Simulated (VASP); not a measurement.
# TaN (zincblende type) (F-43m) in VASP: further runs, part 2 of 2

VASP 6.6.1. Earlier steps stand in the parts before.

## Step 3: Relaxation of cell and atoms, PBE, target pressure 69 GPa, at which the enthalpy is minimised

This run uses another cell than the first one, of 11.14 Å³/atom, 1.050 times its volume.

Contents of INCAR:

```
SYSTEM = TaN
ALGO = Normal
EDIFF = 1E-7
EDIFFG = -0.005
ENCUT = 600
GGA = PE
GGA_COMPAT = .False.
IBRION = 2
ISIF = 3
ISMEAR = -1
LASPH = .True.
LCHARG = .False.
LREAL = .False.
LWAVE = .False.
NELM = 120
NELMIN = 4
NSW = 32
PREC = Accurate
PSTRESS = 690.0
SIGMA = 0.08
```

Contents of KPOINTS:

```
k-points
0
Gamma
  15 15 15
  0 0 0
```

Contents of POSCAR:

```
TaN
1.0
    0.0000000000      2.2330777189      2.2330777189
    2.2330777189      0.0000000000      2.2330777189
    2.2330777189      2.2330777189      0.0000000000
Ta N
1 1
Direct
    0.0000000000      0.0000000000      0.0000000000
    0.2500000000      0.2500000000      0.2500000000
```

Potentials or basis: VASP PAW PBE potentials, release 64 (Ta_pv, N).

Started as:

```console
$ cat potpaw_PBE.64/Ta_pv/POTCAR potpaw_PBE.64/N/POTCAR > POTCAR
$ mpirun -np 1 vasp_std > vasp.out
```

OUTCAR:

```text
SYSTEM = TaN
   EDIFF = 1E-7
   EDIFFG = -0.005
   ENCUT = 600
   GGA = PE
   IBRION = 2
   ISIF = 3
   ISMEAR = -1
   LASPH = .True.
   LREAL = .False.
   NELM = 120
   NELMIN = 4
   NSW = 32
   PREC = Accurate
   PSTRESS = 690.0

 ion  position               nearest neighbor table
   1  0.000  0.000  0.000-   2 1.93   2 1.93   2 1.93   2 1.93
   2  0.250  0.250  0.250-   1 1.93   1 1.93   1 1.93   1 1.93

  LATTYP: Found a face centered cubic cell.
 ALAT       =     4.4661554378

  Lattice vectors:

 A1 = (   0.0000000000,   2.2330777189,   2.2330777189)
 A2 = (   2.2330777189,   0.0000000000,   2.2330777189)
 A3 = (   2.2330777189,   2.2330777189,   0.0000000000)

Analysis of symmetry for initial positions (statically):
=====================================================================
 Subroutine PRICEL returns:
 Original cell was already a primitive cell.

 Routine SETGRP: Setting up the symmetry group for a
 face centered cubic supercell.

 Subroutine GETGRP returns: Found 24 space group operations
 (whereof 24 operations were pure point group operations)
 out of a pool of 48 trial point group operations.

The static configuration has the point symmetry T_d .

Analysis of symmetry for dynamics (positions and initial velocities):
=====================================================================
 Subroutine PRICEL returns:
 Original cell was already a primitive cell.

 Routine SETGRP: Setting up the symmetry group for a
 face centered cubic supercell.

 Subroutine GETGRP returns: Found 24 space group operations
 (whereof 24 operations were pure point group operations)
 out of a pool of 48 trial point group operations.

The dynamic configuration has the point symmetry T_d .

 Subroutine INISYM returns: Found 24 space group operations
 (whereof 24 operations are pure point group operations),
 and found     1 'primitive' translations

[... 131 lines left out ...]
   NGX = 13   NGY = 13   NGZ = 13

--------------------------------------- Ionic step        1  -------------------------------------------

 number of electron      16.0000000 magnetization

 Free energy of the ion-electron system (eV)
  ---------------------------------------------------
  ext. energy  EPLUGINS =         0.00000000
  ---------------------------------------------------
  free energy    TOTEN  =       -20.64437804 eV

  energy without entropy =      -20.62507551  energy(sigma->0) =      -20.63472678

------------------------ aborting loop because EDIFF is reached ----------------------------------------

  FORCE on cell =-STRESS in cart. coord.  units (eV):
  Direction    XX          YY          ZZ          XY          YZ          ZX
  --------------------------------------------------------------------------------------
  -------------------------------------------------------------------------------------
  Total        9.8155113      9.8155113      9.8155113      0.0000000      0.0000000      0.0000000
  in kB      706.1256718    706.1256718    706.1256718      0.0000000      0.0000000      0.0000000
  external PRESSURE =      16.1256718 kB  Pullay stress =     690.0000000 kB
[... 63 lines left out ...]
--------------------------------------- Ionic step        3  -------------------------------------------

 number of electron      16.0000000 magnetization

 Free energy of the ion-electron system (eV)
  ---------------------------------------------------
  ext. energy  EPLUGINS =         0.00000000
  ---------------------------------------------------
  free energy    TOTEN  =       -20.67497762 eV

  energy without entropy =      -20.65556922  energy(sigma->0) =      -20.66527342

 E-fermi :   8.7544     XC(G=0): -12.9061

 val. band max:        8.7413638999   @ k =  -0.2667   0.4667   0.2000
 cond. band min:       8.7659996494   @ k =  -0.2667   0.3333   0.0667
 fundamental gap:      0.0246357495
 Fermi energy:         8.7544086092

 k-point     1 :       0.0000    0.0000    0.0000
  band No.  band energies     occupation
      1     -26.5616      2.00000
      2     -26.5616      2.00000
      3     -26.5616      2.00000
      4     -10.0965      2.00000
      5       0.4971      2.00000
      6       0.4971      2.00000
      7       0.4971      2.00000
      8       7.8447      1.99998
      9       9.3464      0.00122
     10       9.3464      0.00122
     11      15.5051      0.00000
     12      15.5051      0.00000
[... 331 lines left out ...]
 k-point    24 :       0.2000    0.1333    0.0000
  band No.  band energies     occupation
      1     -26.8347      2.00000
      2     -26.6404      2.00000
      3     -26.6347      2.00000
      4      -9.4067      2.00000
      5      -0.2288      2.00000
      6       1.0547      2.00000
      7       1.0747      2.00000
      8       7.7280      1.99999
      9       9.7613      0.00001
     10       9.8444      0.00000
     11      15.3092      0.00000
     12      15.6997      0.00000

 [... further k-points ...]

------------------------ aborting loop because EDIFF is reached ----------------------------------------

  FORCE on cell =-STRESS in cart. coord.  units (eV):
  Direction    XX          YY          ZZ          XY          YZ          ZX
  --------------------------------------------------------------------------------------
  -------------------------------------------------------------------------------------
  Total        9.6221046      9.6221046      9.6221046      0.0000000      0.0000000     -0.0000000
  in kB      690.0355222    690.0355222    690.0355222      0.0000000      0.0000000     -0.0000000
  external PRESSURE =       0.0355222 kB  Pullay stress =     690.0000000 kB
[... 21 lines left out ...]
  energy  without entropy=      -20.6555692170  energy(sigma->0) =      -20.66527342

  enthalpy is  TOTEN    =       -11.0533683467 eV   P V=        9.6216092751

 reached required accuracy - stopping structural energy minimisation
```

CONTCAR:

```text
TaN
   1.00000000000000
     0.0000000000000000    2.2354231158907565    2.2354231158907565
     2.2354231158907565    0.0000000000000000    2.2354231158907565
     2.2354231158907565    2.2354231158907565    0.0000000000000000
  Ta              N
     1     1
Direct
     0.0000000000000000    0.0000000000000000    0.0000000000000000
     0.2500000000000000    0.2500000000000000    0.2500000000000000

  0.00000000E+00  0.00000000E+00  0.00000000E+00
  0.00000000E+00  0.00000000E+00  0.00000000E+00
```

Wall time 52 s (1 thread of Intel Xeon Platinum 8559C (Emerald Rapids), shared host); peak memory 0.19 GiB.

What came out:

```yaml
Free_energy: -20.6750 eV
Relaxed_volume: 11.17 Å³/atom
Relaxed_cell: a = 3.161 Å, b = 3.161 Å, c = 3.161 Å, α = 60.00°, β = 60.00°, γ = 60.00°
Space_group_after_relaxing_to_0.05_Å: F-43m (No. 216)
Energy_change_on_relaxing_the_enthalpy_is_what_falls: -15.3 meV/atom
Ionic_steps: 3
Pressure_after_relaxing: 69.0 GPa
Band_gap_on_the_k_mesh: zero (band 8 reaches 9.69 eV, above the bottom of band 9 at 8.41 eV)
```

The path:
```csv
step,energy change (eV),largest force (eV/Å),pressure (GPa),volume (Å³)
1,0.0000,0.0000,70.61,22.27
2,-0.1508,0.0000,62.51,22.63
3,-0.0306,0.0000,69.00,22.34
```

Final structure:
```
Ta N
1.0
     0.00000    2.23542    2.23542
     2.23542    0.00000    2.23542
     2.23542    2.23542    0.00000
Ta N
1 1
Direct
  0.00000 0.00000 0.00000
  0.25000 0.25000 0.25000
```

Caveat: the cell is relaxed towards a set pressure, so the enthalpy falls and the energy may rise; spin-orbit coupling is left out, which moves the levels of the heavy elements.
